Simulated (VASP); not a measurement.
# Sn (Fd-3m) in VASP: notebook

Runs on Sn. Level: revPBE. Tasks: single point.

Program: VASP 6.6.1. These are calculated values, not measurements. Logs are shortened: lines on timing, memory, paths and dates and some standing lists are left out, and cuts for length are marked.

## 1. The cell of the first run

Symmetry: Fd-3m, No. 227, cubic system. Conventional cell: a = 6.713 Å, b = 6.713 Å, c = 6.713 Å, α = 90.00°, β = 90.00°, γ = 90.00°. Sn (site symmetry -43m) has 4 Sn at 2.91 Å within 3.8 Å.

This isn't the form of Sn at room conditions, which is tetragonal (white tin).

## 2. Single point, revPBE (37.81 Å³/atom)

The input, INCAR:

```
PREC     = Accurate       # precision mode
ENCUT    = 520            # plane-wave cutoff, eV
EDIFF    = 1E-6           # SCF threshold, eV
ISMEAR   = -1             # smearing method
SIGMA    = 0.1            # smearing width, eV
LREAL    = F              # projectors in reciprocal space
LASPH    = T              # aspherical terms in the spheres
NELM     = 80             # most SCF steps
ALGO     = Normal         # electronic algorithm
ISIF     = 2              # what is computed and relaxed
LWAVE    = F              # write WAVECAR
LCHARG   = F              # write CHGCAR
GGA      = RE             # functional
NBANDS   = 21             # bands
```

The input, KPOINTS:

```
regular mesh
0
Gamma
  13 13 13
```

The input, POSCAR:

```
Sn
1.0
    0.0000000000      3.3564550401      3.3564550401
    3.3564550401      0.0000000000      3.3564550401
    3.3564550401      3.3564550401      0.0000000000
Sn
2
Direct
    0.5000000000      0.5000000000      0.5000000000
    0.7500000000      0.7500000000      0.7500000000
```

Potentials or basis: VASP PAW PBE potentials, release 64 (Sn_d).

On the command line:

```
$ cat potpaw_PBE.64/Sn_d/POTCAR > POTCAR
$ mpirun -np 1 vasp_std > vasp.out
```

OUTCAR:

```text
PREC = Accurate
   ENCUT = 520
   EDIFF = 1E-6
   ISMEAR = -1
   LREAL = F
   LASPH = T
   NELM = 80
   ISIF = 2
   GGA = RE

 ion  position               nearest neighbor table
   1  0.500  0.500  0.500-   2 2.91   2 2.91   2 2.91   2 2.91
   2  0.750  0.750  0.750-   1 2.91   1 2.91   1 2.91   1 2.91

  LATTYP: Found a face centered cubic cell.
 ALAT       =     6.7129100802

  Lattice vectors:

 A1 = (   0.0000000000,   3.3564550401,   3.3564550401)
 A2 = (   3.3564550401,   0.0000000000,   3.3564550401)
 A3 = (   3.3564550401,   3.3564550401,   0.0000000000)

Analysis of symmetry for initial positions (statically):
=====================================================================
 Subroutine PRICEL returns:
 Original cell was already a primitive cell.

 Routine SETGRP: Setting up the symmetry group for a
 face centered cubic supercell.

 Subroutine GETGRP returns: Found 48 space group operations
 (whereof 24 operations were pure point group operations)
 out of a pool of 48 trial point group operations.

The static configuration has the point symmetry T_d .
 The point group associated with its full space group is O_h .

Analysis of symmetry for dynamics (positions and initial velocities):
=====================================================================
 Subroutine PRICEL returns:
 Original cell was already a primitive cell.

 Routine SETGRP: Setting up the symmetry group for a
 face centered cubic supercell.

 Subroutine GETGRP returns: Found 48 space group operations
 (whereof 24 operations were pure point group operations)
 out of a pool of 48 trial point group operations.

The dynamic configuration has the point symmetry T_d .
 The point group associated with its full space group is O_h .

 Subroutine INISYM returns: Found 48 space group operations
 (whereof 24 operations are pure point group operations),
 and found     1 'primitive' translations

----------------------------------------------------------------------------------------

                                     Primitive cell

  volume of cell :      75.6262

  direct lattice vectors                    reciprocal lattice vectors
     0.000000000  3.356455040  3.356455040    -0.148966691  0.148966691  0.148966691
     3.356455040  0.000000000  3.356455040     0.148966691 -0.148966691  0.148966691
     3.356455040  3.356455040  0.000000000     0.148966691  0.148966691 -0.148966691

  length of vectors
     4.746744239  4.746744239  4.746744239     0.258017877  0.258017877  0.258017877

  position of ions in fractional coordinates (direct lattice)
     0.500000000  0.500000000  0.500000000
     0.750000000  0.750000000  0.750000000

  ion indices of the primitive-cell ions
   primitive index   ion index
                 1           1
                 2           2

----------------------------------------------------------------------------------------

 KPOINTS: regular mesh

Automatic generation of k-mesh.
 Grid dimensions read from file:
 generate k-points for:   13   13   13

 Generating k-lattice:

  Cartesian coordinates                     Fractional coordinates (reciprocal lattice)
    -0.011458976  0.011458976  0.011458976     0.076923077  0.000000000  0.000000000
     0.011458976 -0.011458976  0.011458976     0.000000000  0.076923077  0.000000000
     0.011458976  0.011458976 -0.011458976     0.000000000  0.000000000  0.076923077

  Length of vectors
     0.019847529  0.019847529  0.019847529

  Shift w.r.t. Gamma in fractional coordinates (k-lattice)
     0.000000000  0.000000000  0.000000000

 Subroutine IBZKPT returns following result:
 ===========================================

 Found     84 irreducible k-points:

 Following reciprocal coordinates:
            Coordinates               Weight
  0.000000  0.000000  0.000000      1.000000
  0.076923  0.000000  0.000000      8.000000
  0.153846  0.000000  0.000000      8.000000
  0.230769  0.000000  0.000000      8.000000
  0.307692  0.000000  0.000000      8.000000
  0.384615  0.000000  0.000000      8.000000
[... 16 lines left out ...]
  0.384615  0.153846  0.000000     24.000000
  0.461538  0.153846  0.000000     24.000000
 [... further k-points ...]
   k-points           NKPTS =     84   k-points in BZ     NKDIM =     84   number of bands    NBANDS=     21
   number of dos      NEDOS =    301   number of ions     NIONS =      2
   total plane-waves  NPLWV =  46656
   dimension x,y,z NGX =    36 NGY =   36 NGZ =   36
   dimension x,y,z NGXF=    72 NGYF=   72 NGZF=   72
   ions per type =               2
   NGX,Y,Z   is equivalent  to a cutoff of  12.61, 12.61, 12.61 a.u.
   NGXF,Y,Z  is equivalent  to a cutoff of  25.22, 25.22, 25.22 a.u.
 SYSTEM =  unknown system
   PREC   = accura    normal or accurate (medium, high low for compatibility)
   ISTART =      0    job   : 0-new  1-cont  2-samecut
   ICHARG =      2    charge: 1-file 2-atom 10-const
   ISPIN  =      1    spin polarized calculation?
   LNONCOLLINEAR =      F non collinear calculations
   LSORBIT =      F    spin-orbit coupling
   LASPH  =      T    aspherical Exc in radial PAW
   ENCUT  =  520.0 eV  38.22 Ry    6.18 a.u.   8.83  8.83  8.83*2*pi/ulx,y,z
   NELM   =     80;   NELMIN=  2; NELMDL= -5     # of ELM steps
   EDIFF  = 0.1E-05   stopping-criterion for ELM
   LREAL  =      F    real-space projection
   EDIFFG = 0.1E-04   stopping-criterion for IOM
   NSW    =      0    number of steps for IOM
   IBRION =     -1    ionic relax: 0-MD 1-quasi-New 2-CG
   NFREE  =      0    steps in history (QN), initial steepest desc. (CG)
   ISIF   =      2    stress and relaxation
   ISYM   =      2    0-nonsym 1-usesym 2-fastsym
   POTIM  = 0.5000    time-step for ionic-motion
   TEBEG  =    0.0;   TEEND  =   0.0 temperature during run
   PSTRESS=    0.0 pullay stress
   NELECT =      28.0000    total number of electrons
   NUPDOWN=      -1.0000    fix difference up-down
   EMIN   =  10.00;   EMAX   =-10.00  energy-range for DOS
   EFERMI =   0.00;   METHOD = LEGACY
   ISMEAR =    -1;   SIGMA  =   0.10  broadening in eV -4-tet -1-fermi 0-gaus
   EFERMI_NEDOS =   21; number of points for ismear=-14 and -15
   IALGO  =     38    algorithm
   IMIX   =      4    mixing-type and parameters
     AMIX     =   0.40;   BMIX     =  1.00
     AMIX_MAG =   1.60;   BMIX_MAG =  1.00
  volume/ion in A,a.u.               =      37.81       255.18
  Fermi-wavevector in a.u.,A,eV,Ry     =   1.175538  2.221445 18.801750  1.381890
  Thomas-Fermi vector in A             =   2.311917
   LORBIT       =      0    0 simple, 1 ext, 2 COOP (PROOUT), +10 PAW based schemes
   GGA     = RE    functional components
   LHFCALC =     F    Hartree Fock is set to
   AEXX    =    0.0000 exact exchange contribution
   IVDW    =     0    specifies the selected vdW correction
   LEPSILON=     F    determine dielectric tensor
   LRPA    =     F    only Hartree local field effects (RPA)
 non-spin polarized calculation
  energy-cutoff  :      520.00
  volume of cell :       75.63
 maximum number of plane-waves:      2085
   NGX = 17   NGY = 17   NGZ = 17

 number of electron      28.0000017 magnetization

 Free energy of the ion-electron system (eV)
  ---------------------------------------------------
  ext. energy  EPLUGINS =         0.00000000
  ---------------------------------------------------
  free energy    TOTEN  =        -7.13701922 eV

  energy without entropy =       -7.13053028  energy(sigma->0) =       -7.13377475

 E-fermi :   4.7324     XC(G=0):  -8.3062

 val. band max:        4.6948985647   @ k =   0.0769   0.0000   0.0000
 cond. band min:       4.7884429385   @ k =   0.3077   0.0000   0.0000
 fundamental gap:      0.0935443738
 Fermi energy:         4.7324116848

 k-point     1 :       0.0000    0.0000    0.0000
  band No.  band energies     occupation
      1     -16.8336      2.00000
      2     -16.8335      2.00000
      3     -16.8335      2.00000
      4     -16.7876      2.00000
      5     -16.7876      2.00000
      6     -16.5535      2.00000
[... 13 lines left out ...]
     20      12.4162      0.00000
     21      12.4162      0.00000

 k-point     2 :       0.0769    0.0000    0.0000
  band No.  band energies     occupation
      1     -16.8371      2.00000
      2     -16.8371      2.00000
      3     -16.8324      2.00000
      4     -16.7828      2.00000
      5     -16.7828      2.00000
      6     -16.5656      2.00000
[... 13 lines left out ...]
     20      12.0006      0.00000
     21      12.0006      0.00000

 k-point     3 :       0.1538    0.0000    0.0000
  band No.  band energies     occupation
      1     -16.8443      2.00000
      2     -16.8443      2.00000
      3     -16.8291      2.00000
      4     -16.7722      2.00000
      5     -16.7722      2.00000
      6     -16.5777      2.00000
[... 13 lines left out ...]
     20      11.5973      0.00000
     21      11.5973      0.00000

 k-point     4 :       0.2308    0.0000    0.0000
  band No.  band energies     occupation
      1     -16.8512      2.00000
      2     -16.8512      2.00000
      3     -16.8243      2.00000
      4     -16.7609      2.00000
      5     -16.7609      2.00000
      6     -16.5883      2.00000
[... 13 lines left out ...]
     20      11.4854      0.00000
     21      11.4854      0.00000

 k-point     5 :       0.3077    0.0000    0.0000
  band No.  band energies     occupation
      1     -16.8564      2.00000
      2     -16.8564      2.00000
      3     -16.8191      2.00000
      4     -16.7515      2.00000
      5     -16.7515      2.00000
      6     -16.5964      2.00000
[... 13 lines left out ...]
     20      11.7383      0.00000
     21      11.7383      0.00000
[... 382 lines left out ...]
     20      11.6681      0.00000
     21      12.5932      0.00000

 k-point    22 :       0.3077    0.1538    0.0000
  band No.  band energies     occupation
      1     -16.8620      2.00000
      2     -16.8543      2.00000
      3     -16.8217      2.00000
      4     -16.7545      2.00000
      5     -16.7292      2.00000
      6     -16.6335      2.00000
[... 13 lines left out ...]
     20      12.1249      0.00000
     21      12.6500      0.00000

 k-point    23 :       0.3846    0.1538    0.0000
  band No.  band energies     occupation
      1     -16.8700      2.00000
      2     -16.8594      2.00000
      3     -16.8093      2.00000
      4     -16.7440      2.00000
      5     -16.7221      2.00000
      6     -16.6389      2.00000
[... 13 lines left out ...]
     20      12.2520      0.00000
     21      13.0435      0.00000

 k-point    24 :       0.4615    0.1538    0.0000
  band No.  band energies     occupation
      1     -16.8753      2.00000
      2     -16.8632      2.00000
      3     -16.7979      2.00000
      4     -16.7348      2.00000
      5     -16.7217      2.00000
      6     -16.6366      2.00000
[... 13 lines left out ...]
     20      13.0766      0.00000
     21      13.4906      0.00000

 [... further k-points ...]

------------------------ aborting loop because EDIFF is reached ----------------------------------------

  FORCE on cell =-STRESS in cart. coord.  units (eV):
  Direction    XX          YY          ZZ          XY          YZ          ZX
  --------------------------------------------------------------------------------------
  -------------------------------------------------------------------------------------
  Total       -0.0189592     -0.0189592     -0.0189592      0.0000000      0.0000000     -0.0000000
  in kB       -0.4016597     -0.4016597     -0.4016597      0.0000000      0.0000000     -0.0000000
  external PRESSURE =      -0.4016597 kB  Pullay stress =       0.0000000 kB

 VOLUME and BASIS-vectors are now :
 -----------------------------------------------------------------------------
  energy-cutoff  :      520.00
  volume of cell :       75.63
      direct lattice vectors                 reciprocal lattice vectors
     0.000000000  3.356455040  3.356455040    -0.148966691  0.148966691  0.148966691
     3.356455040  0.000000000  3.356455040     0.148966691 -0.148966691  0.148966691
     3.356455040  3.356455040  0.000000000     0.148966691  0.148966691 -0.148966691

 POSITION                                       TOTAL-FORCE (eV/Angst)
 -----------------------------------------------------------------------------------
      3.35646      3.35646      3.35646         0.000000      0.000000      0.000000
      5.03468      5.03468      5.03468        -0.000000     -0.000000     -0.000000
 -----------------------------------------------------------------------------------
    total drift:                                0.000000      0.000000      0.000000

  FREE ENERGIE OF THE ION-ELECTRON SYSTEM (eV)
  ---------------------------------------------------
  free  energy   TOTEN  =        -7.1370192175 eV

  energy  without entropy=       -7.1305302802  energy(sigma->0) =       -7.13377475
```

It took 80 s on 1 thread of AMD EPYC 7R13 (Zen 3), shared host; peak memory 0.23 GiB.

What came out:

| Item | Value |
| --- | --- |
| Free energy | -7.1370 eV |
| Pressure | 0.0 GPa |
| Band gap on the k mesh | zero (bands 14 and 15 overlap by 0.21 eV) |

Levels at points of the mesh, in eV from the Fermi level:
```tsv
k point	band 12	band 13	band 14	band 15	band 16	band 17
(0.00, 0.00, 0.00)	-1.28	0.07	0.07	0.07	2.13	2.13
```

Caveat: the PAW data sets were made with another functional, which shifts forces and pressure a little; spin-orbit coupling is left out, which moves the levels of the heavy elements.

## 3. Single point, revPBE (39.33 Å³/atom)

This run uses another cell than the first one, of 39.33 Å³/atom.

The input, INCAR:

```
SYSTEM = Sn
PREC     = Accurate       ! precision mode
ENCUT    = 520            ! plane-wave cutoff, eV
EDIFF    = 1E-6           ! SCF threshold, eV
ISMEAR   = -1             ! smearing method
SIGMA    = 0.1            ! smearing width, eV
LREAL    = .False.        ! projectors in reciprocal space
LASPH    = .True.         ! aspherical terms in the spheres
NELM     = 100            ! most SCF steps
ALGO     = Normal         ! electronic algorithm
ISIF     = 2              ! what is computed and relaxed
LWAVE    = .False.        ! write WAVECAR
LCHARG   = .False.        ! write CHGCAR
GGA      = RE             ! functional
NBANDS   = 21             ! bands
```

The input, KPOINTS:

```
regular mesh
0
Gamma
  13 13 13
  0 0 0
```

The input, POSCAR:

```
Sn
1.0
    0.0000000000      3.4006239874      3.4006239874
    3.4006239874      0.0000000000      3.4006239874
    3.4006239874      3.4006239874      0.0000000000
Sn
2
Direct
    0.5000000000      0.5000000000      0.5000000000
    0.7500000000      0.7500000000      0.7500000000
```

Potentials or basis: VASP PAW PBE potentials, release 64 (Sn_d).

On the command line:

```
$ cat potpaw_PBE.64/Sn_d/POTCAR > POTCAR
$ mpirun -np 1 vasp_std > vasp.out
```

It took 76 s on 1 thread of AMD EPYC 7R13 (Zen 3), shared host; peak memory 0.24 GiB.

It converged, with:

| Quantity | Value |
| --- | --- |
| Free energy | -7.1253 eV |
| Pressure | -1.2 GPa |
| Band gap on the k mesh | zero (bands 14 and 15 overlap by 0.27 eV) |

Levels at points of the mesh, in eV from the Fermi level:
| k point | band 11 | band 12 | band 13 | band 14 | band 15 | band 16 | band 17 | band 18 |
| --- | --- | --- | --- | --- | --- | --- | --- | --- |
| (0.00, 0.00, 0.00) | -9.72 | -1.52 | 0.08 | 0.08 | 0.08 | 2.13 | 2.13 | 2.13 |

Caveat: the PAW data sets were made with another functional, which shifts forces and pressure a little; spin-orbit coupling is left out, which moves the levels of the heavy elements.

## 4. Single point, revPBE (40.84 Å³/atom)

This run uses another cell than the first one, of 40.84 Å³/atom.

The input, INCAR:

```
PREC     = Accurate       # precision mode
ENCUT    = 520            # plane-wave cutoff, eV
EDIFF    = 1E-6           # SCF threshold, eV
ISMEAR   = -1             # smearing method
SIGMA    = 0.1            # smearing width, eV
LREAL    = False          # projectors in reciprocal space
LASPH    = True           # aspherical terms in the spheres
NELM     = 100            # most SCF steps
ALGO     = Normal         # electronic algorithm
ISIF     = 2              # what is computed and relaxed
LWAVE    = False          # write WAVECAR
LCHARG   = True           # write CHGCAR
GGA      = RE             # functional
LELF     = True           # ELF
LVHAR    = True         
NBANDS   = 21             # bands
```

The input, KPOINTS:

```
regular mesh
0
Gamma
  13 13 13
```

The input, POSCAR:

```
Sn
1.0
    0.0000000000      3.4436744308      3.4436744308
    3.4436744308      0.0000000000      3.4436744308
    3.4436744308      3.4436744308      0.0000000000
Sn
2
Direct
    0.5000000000      0.5000000000      0.5000000000
    0.7500000000      0.7500000000      0.7500000000
```

On the command line:

```
$ cat potpaw_PBE.64/Sn_d/POTCAR > POTCAR
$ mpirun -np 1 vasp_std > vasp.out
```

It took 82 s on 1 thread of AMD EPYC 7R13 (Zen 3), shared host; peak memory 0.24 GiB.

Results (log left out):

```
Free energy            : -7.0939 eV
Pressure               : -2.1 GPa
Band gap on the k mesh : zero (bands 14 and 15 overlap by 0.32 eV)
```

Levels at points of the mesh, in eV from the Fermi level:
```tsv
k point	band 10	band 11	band 12	band 13	band 14	band 15	band 16	band 17	band 18	band 19
(0.00, 0.00, 0.00)	-21.22	-9.50	-1.74	0.10	0.10	0.10	2.13	2.13	2.13	5.06
```

Caveat: the PAW data sets were made with another functional, which shifts forces and pressure a little; spin-orbit coupling is left out, which moves the levels of the heavy elements.

(Continued in part 2 of 2.)
